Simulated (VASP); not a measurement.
# Ta2Co7Ni7 in VASP: a series of runs

The runs below take Ta2Co7Ni7 through single point, with PBE.

All numbers are computed with VASP 6.6.1; they aren't measurements. Logs are shortened: lines on timing, memory, paths and dates and some standing lists are left out, and cuts for length are marked.

### Step 1. The cell of the first run

The cell holds a disordered packing, 16 atoms: a = 5.636 Å, b = 5.765 Å, c = 5.973 Å, α = 92.28°, β = 87.51°, γ = 85.05°.

### Step 2. Single point, PBE

Contents of INCAR:

```
PREC = Accurate
ENCUT = 400
EDIFF = 1E-6
ISMEAR = -1
SIGMA = 0.2421
LREAL = Auto
LASPH = T
NELM = 120
ALGO = Normal
ISIF = 2
LWAVE = F
LCHARG = F
GGA = PE
ISYM = -1
NBANDS = 92
GGA_COMPAT = F
```

Contents of KPOINTS:

```
explicit points
1
Reciprocal
  0.25000000   0.25000000   0.25000000 1
```

Contents of POSCAR:

```
Ta2Co7Ni7
1.0
    5.6289370000      0.2476520000      0.1288210000
    0.2476520000      5.7582790000     -0.1194910000
    0.1288210000     -0.1194910000      5.9706240000
Co Ni Ta
7 7 2
Direct
    0.6232182029      0.2881294276      0.5759167352
    0.4853699856      0.4029573959      0.9694283102
    0.1535847205      0.7093917890      0.1123884199
    0.5633320207      0.6630664037      0.6151312616
    0.8758898196      1.0450676528      0.8871712867
    0.1311340463      0.7081313351      0.7230620288
    0.3195779895      0.5051406275      0.3673899751
    0.4927746406      0.9123081858      0.8730924767
    0.6211008464      0.7830465533      0.2451263358
    0.2835850150      0.9476714065      0.4295114713
    0.8606976887      0.4776039084     -0.0316922600
    0.8616987512      0.4794814363      0.4068783801
    0.6922128847      0.1781822708      0.1663400043
    0.8798367426      0.9569746373      0.4821474954
    0.1141635199      0.2766727803      0.6808452933
    1.1564979339      0.2194862924      0.1636050798
```

Potentials or basis: VASP PAW PBE potentials, release 64 (Co, Ni, Ta_pv).

Run with:

```
> cat potpaw_PBE.64/Co/POTCAR potpaw_PBE.64/Ni/POTCAR potpaw_PBE.64/Ta_pv/POTCAR > POTCAR
> mpirun -np 1 vasp_std > vasp.out
```

OUTCAR:

```text
PREC = Accurate
   ENCUT = 400
   EDIFF = 1E-6
   ISMEAR = -1
   LREAL = Auto
   LASPH = T
   NELM = 120
   ISIF = 2
   GGA = PE
   ISYM = -1

 ion  position               nearest neighbor table
   1  0.623  0.288  0.576-  12 2.07   4 2.16  14 2.33   7 2.45   2 2.49  13 2.51   5 2.75  15 2.86
                            15 2.92  11 2.97   8 2.98  10 2.99
   2  0.485  0.403  0.969-  13 2.10  11 2.19  16 2.48   1 2.49   7 2.54   3 2.55   4 2.68   8 2.86
                             9 2.87  15 2.89   5 2.90   6 3.02   8 3.02
   3  0.154  0.709  0.112-   7 2.16   6 2.33  11 2.38  10 2.47   2 2.55   8 2.71  12 2.80   5 2.81
                             9 2.85  16 2.85  14 2.89  16 2.95   9 3.06
   4  0.563  0.663  0.615-   8 2.07   1 2.16  12 2.21   7 2.28   9 2.36   6 2.48  10 2.50  14 2.68
                             2 2.68  11 2.93
   5  0.876  0.045  0.887-  13 2.01  15 2.32   8 2.36  14 2.45   6 2.46  11 2.51  16 2.57   1 2.75
                             3 2.81   2 2.90   9 3.05
   6  0.131  0.708  0.723-   3 2.33  10 2.45   5 2.46  14 2.47   4 2.48  15 2.50   7 2.53  11 2.56
                             8 2.61  12 2.83   2 3.02  15 3.29
   7  0.320  0.505  0.367-   3 2.16   4 2.28  16 2.29   1 2.45   6 2.53   9 2.54   2 2.54  10 2.55
                            12 2.60  15 2.62  13 2.88  12 3.07
   8  0.493  0.912  0.873-   4 2.07   5 2.36   9 2.49   6 2.61  13 2.63   3 2.71   2 2.86  16 2.94
                            10 2.95   1 2.98   2 3.02  15 3.15
   9  0.621  0.783  0.245-  10 2.27  14 2.34   4 2.36  12 2.38  13 2.41   8 2.49   7 2.54  11 2.61
                             3 2.85   2 2.87   5 3.05   3 3.06
  10  0.284  0.948  0.430-   9 2.27  14 2.28  16 2.37   6 2.45  15 2.47   3 2.47   4 2.50   7 2.55
                             8 2.95   1 2.99
  11  0.861  0.478  0.968-   2 2.19  13 2.37   3 2.38  15 2.38  16 2.50   5 2.51   6 2.56   9 2.61
                            12 2.62   4 2.93   1 2.97
  12  0.862  0.479  0.407-   1 2.07   4 2.21   9 2.38  15 2.48  13 2.49  16 2.51   7 2.60  11 2.62
                            14 2.78   3 2.80   6 2.83  14 3.06   7 3.07
  13  0.692  0.178  0.166-   5 2.01   2 2.10  11 2.37   9 2.41  12 2.49   1 2.51  14 2.54   8 2.63
                            16 2.65   7 2.88  16 3.01
  14  0.880  0.957  0.482-  10 2.28   1 2.33   9 2.34   5 2.45   6 2.47  13 2.54  15 2.63   4 2.68
                            12 2.78   3 2.89  16 2.95  12 3.06
  15  0.114  0.277  0.681-   5 2.32  11 2.38  10 2.47  12 2.48   6 2.50   7 2.62  14 2.63   1 2.86
                             2 2.89   1 2.92  16 2.93  16 3.09   8 3.15   6 3.29
  16  0.156  0.219  0.164-   7 2.29  10 2.37   2 2.48  11 2.50  12 2.51   5 2.57  13 2.65   3 2.85
                            15 2.93   8 2.94   3 2.95  14 2.95  13 3.01  15 3.09

IMPORTANT INFORMATION: All symmetrisations will be switched off!
NOSYMM: (Re-)initialisation of all symmetry stuff for point group C_1.

----------------------------------------------------------------------------------------

                                     Primitive cell

  volume of cell :     192.9760

  direct lattice vectors                    reciprocal lattice vectors
     5.628937000  0.247652000  0.128821000     0.178085537 -0.007742049 -0.003997281
     0.247652000  5.758279000 -0.119491000    -0.007742049  0.174071727  0.003650765
     0.128821000 -0.119491000  5.970624000    -0.003997281  0.003650765  0.167645989

  length of vectors
     5.635854692  5.764840558  5.973208844     0.178298559  0.174282051  0.167733372

  position of ions in fractional coordinates (direct lattice)
     0.623218203  0.288129428  0.575916735
     0.485369986  0.402957396  0.969428310
     0.153584720  0.709391789  0.112388420
     0.563332021  0.663066404  0.615131262
     0.875889820  0.045067653  0.887171287
     0.131134046  0.708131335  0.723062029
[... 8 lines left out ...]
     0.114163520  0.276672780  0.680845293
     0.156497934  0.219486292  0.163605080

  ion indices of the primitive-cell ions
   primitive index   ion index
                 1           1
                 2           2
                 3           3
                 4           4
                 5           5
                 6           6
[... 8 lines left out ...]
                15          15
                16          16

----------------------------------------------------------------------------------------

 KPOINTS: explicit points

Read explicit list of k-points.

 Found      1 k-points:

 Following reciprocal coordinates:
            Coordinates               Weight
  0.250000  0.250000  0.250000      1.000000
   k-points           NKPTS =      1   k-points in BZ     NKDIM =      1   number of bands    NBANDS=     92
   number of dos      NEDOS =    301   number of ions     NIONS =     16
   total plane-waves  NPLWV =  64000
   dimension x,y,z NGX =    40 NGY =   40 NGZ =   40
   dimension x,y,z NGXF=    80 NGYF=   80 NGZF=   80
   ions per type =               7   7   2
   NGX,Y,Z   is equivalent  to a cutoff of  11.80, 11.54, 11.13 a.u.
   NGXF,Y,Z  is equivalent  to a cutoff of  23.60, 23.07, 22.27 a.u.
 SYSTEM =  unknown system
   PREC   = accura    normal or accurate (medium, high low for compatibility)
   ISTART =      0    job   : 0-new  1-cont  2-samecut
   ICHARG =      2    charge: 1-file 2-atom 10-const
   ISPIN  =      1    spin polarized calculation?
   LNONCOLLINEAR =      F non collinear calculations
   LSORBIT =      F    spin-orbit coupling
   LASPH  =      T    aspherical Exc in radial PAW
   ENCUT  =  400.0 eV  29.40 Ry    5.42 a.u.   9.19  9.40  9.74*2*pi/ulx,y,z
   NELM   =    120;   NELMIN=  2; NELMDL= -5     # of ELM steps
   EDIFF  = 0.1E-05   stopping-criterion for ELM
   LREAL  =      T    real-space projection
   EDIFFG = 0.1E-04   stopping-criterion for IOM
   NSW    =      0    number of steps for IOM
   IBRION =     -1    ionic relax: 0-MD 1-quasi-New 2-CG
   NFREE  =      0    steps in history (QN), initial steepest desc. (CG)
   ISIF   =      2    stress and relaxation
   ISYM   =     -1    0-nonsym 1-usesym 2-fastsym
   POTIM  = 0.5000    time-step for ionic-motion
   TEBEG  =    0.0;   TEEND  =   0.0 temperature during run
   PSTRESS=    0.0 pullay stress
   NELECT =     155.0000    total number of electrons
   NUPDOWN=      -1.0000    fix difference up-down
   EMIN   =  10.00;   EMAX   =-10.00  energy-range for DOS
   EFERMI =   0.00;   METHOD = LEGACY
   ISMEAR =    -1;   SIGMA  =   0.24  broadening in eV -4-tet -1-fermi 0-gaus
   EFERMI_NEDOS =   21; number of points for ismear=-14 and -15
   IALGO  =     38    algorithm
   IMIX   =      4    mixing-type and parameters
     AMIX     =   0.40;   BMIX     =  1.00
     AMIX_MAG =   1.60;   BMIX_MAG =  1.00
  volume/ion in A,a.u.               =      12.06        81.39
  Fermi-wavevector in a.u.,A,eV,Ry     =   1.521777  2.875741 31.508432  2.315804
  Thomas-Fermi vector in A             =   2.630446
   LORBIT       =      0    0 simple, 1 ext, 2 COOP (PROOUT), +10 PAW based schemes
   GGA     = PE    functional components
   LHFCALC =     F    Hartree Fock is set to
   AEXX    =    0.0000 exact exchange contribution
   IVDW    =     0    specifies the selected vdW correction
   LEPSILON=     F    determine dielectric tensor
   LRPA    =     F    only Hartree local field effects (RPA)
 non-spin polarized calculation
  energy-cutoff  :      400.00
  volume of cell :      192.98
 maximum number of plane-waves:      3504
 NGX is ok and might be reduce to    36
   NGX = 19   NGY = 19   NGZ = 19

 number of electron     154.9999976 magnetization

 Free energy of the ion-electron system (eV)
  ---------------------------------------------------
  ext. energy  EPLUGINS =         0.00000000
  ---------------------------------------------------
  free energy    TOTEN  =      -107.16808739 eV

  energy without entropy =     -102.23297788  energy(sigma->0) =     -104.70053264

 E-fermi :   8.7803     XC(G=0): -12.9660

 val. band max:        8.7032075945   @ k =   0.2500   0.2500   0.2500
 cond. band min:       8.8059489038   @ k =   0.2500   0.2500   0.2500
 fundamental gap:      0.1027413093
 Fermi energy:         8.7802750672

 k-point     1 :       0.2500    0.2500    0.2500
  band No.  band energies     occupation
      1     -25.9180      2.00000
      2     -25.8116      2.00000
      3     -25.7668      2.00000
      4     -25.7198      2.00000
      5     -25.6745      2.00000
      6     -25.5348      2.00000
[... 81 lines left out ...]
     88      10.1569      0.00676
     89      10.3064      0.00365
 [bands above 89 left out]

------------------------ aborting loop because EDIFF is reached ----------------------------------------

  FORCE on cell =-STRESS in cart. coord.  units (eV):
  Direction    XX          YY          ZZ          XY          YZ          ZX
  --------------------------------------------------------------------------------------
  -------------------------------------------------------------------------------------
  Total       12.5364414     10.0806481     18.3084726     -3.0970371      2.4899124     -5.0373637
  in kB      104.0834025     83.6942572    152.0055058    -25.7130510     20.6724177    -41.8225504
  external PRESSURE =     113.2610552 kB  Pullay stress =       0.0000000 kB

 VOLUME and BASIS-vectors are now :
 -----------------------------------------------------------------------------
  energy-cutoff  :      400.00
  volume of cell :      192.98
      direct lattice vectors                 reciprocal lattice vectors
     5.628937000  0.247652000  0.128821000     0.178085537 -0.007742049 -0.003997281
     0.247652000  5.758279000 -0.119491000    -0.007742049  0.174071727  0.003650765
     0.128821000 -0.119491000  5.970624000    -0.003997281  0.003650765  0.167645989

 POSITION                                       TOTAL-FORCE (eV/Angst)
 -----------------------------------------------------------------------------------
      3.65360      1.74465      3.48444        -2.331726     -3.309384      2.543264
      2.95679      2.32471      5.80247        -3.274305      1.582170     -2.184146
      1.05468      4.10948      0.60605        -0.698435      1.206611     -0.758321
      3.41441      3.88413      3.66606        -0.062566      0.371261      0.274958
      5.05578      0.37042      5.40441         1.523189     -2.577388     -2.489205
      1.00666      4.02369      4.24941         0.020158      0.287019     -0.243676
[... 8 lines left out ...]
      0.79885      1.54008      4.04672         2.550757      0.340362     -0.509472
      0.95635      1.28307      0.97076         0.140740     -2.188560     -0.819426
 -----------------------------------------------------------------------------------
    total drift:                                0.003102      0.003659     -0.004721

  FREE ENERGIE OF THE ION-ELECTRON SYSTEM (eV)
  ---------------------------------------------------
  free  energy   TOTEN  =      -107.1680873887 eV

  energy  without entropy=     -102.2329778820  energy(sigma->0) =     -104.70053264
```

It took 1.8 min on 1 thread of Intel Xeon Platinum 8259CL at 2.50GHz (Skylake/Cascade Lake), shared host; peak memory 0.25 GiB.

Results:

```yaml
Free_energy: -107.1681 eV
Pressure: 11.3 GPa
Largest_force: 4.860 eV/Å
Band_gap_on_the_k_mesh: zero (an odd number of electrons rules out a gap without spin polarisation)
```

Forces on the atoms (eV/Å):
```
Co  -2.332 -3.309  2.543
Co  -3.274  1.582 -2.184
Co  -0.698  1.207 -0.758
Co  -0.063  0.371  0.275
Co   1.523 -2.577 -2.489
Co   0.020  0.287 -0.244
Co   0.790  0.526  1.301
Ni  -1.231  1.965  1.578
Ni  -0.010 -0.448 -1.723
Ni   1.595 -0.618  0.912
Ni   0.038  1.918 -0.195
Ni   2.870  2.157 -2.242
Ni  -1.458 -0.380  4.621
Ni  -0.462 -0.831 -0.067
Ta   2.551  0.340 -0.509
Ta   0.141 -2.189 -0.819
```

Stress tensor (GPa, compression positive):
```
10.41 -2.57 -4.18
-2.57  8.37  2.07
-4.18  2.07 15.20
```

Levels at points of the mesh, in eV from the Fermi level:
```
           k point  band 75  band 76  band 77  band 78  band 79  band 80  band 81  band 82
(0.25, 0.25, 0.25)    -0.27    -0.21    -0.15    -0.08     0.03     0.06     0.12     0.17
```

Caveat: the atoms stand as in a frame of molecular dynamics; spin-orbit coupling is left out, which moves the levels of the heavy elements; the run has no spin polarisation, though such a crystal can be magnetic.

(Continued in part 2 of 2.)
